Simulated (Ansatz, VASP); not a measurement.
# Two plane-wave programs on CdF2

```
CELL_PARAMETERS angstrom
0.00000 2.58162 2.58162
2.58162 0.00000 2.58162
2.58162 2.58162 0.00000
ATOMIC_POSITIONS crystal
Cd 0.00000 0.00000 0.00000
F 0.25000 0.25000 0.25000
F 0.75000 0.75000 0.75000
```

Alike in both runs: task single point; functional LDA; k mesh 6 × 6 × 6; occupations methfessel-paxton of order 1, width 0.01 eV; no spin polarisation.

```csv
,VASP,Ansatz
version,VASP 6.6.1,Ansatz 0.2.0
potentials or method,"VASP PAW LDA potentials, release 64 (Cd_sv_GW, F), cutoff 600 eV","plane waves, PAW"
valence electrons in the cell,34,34
```

|  | VASP | Ansatz | Ansatz less VASP |
| --- | --- | --- | --- |
| pressure (GPa) | 11.3 | 11.8 | +0.51 |

LDA's correlation is that of Perdew and Zunger in VASP and of Perdew and Wang (1992) in Ansatz.
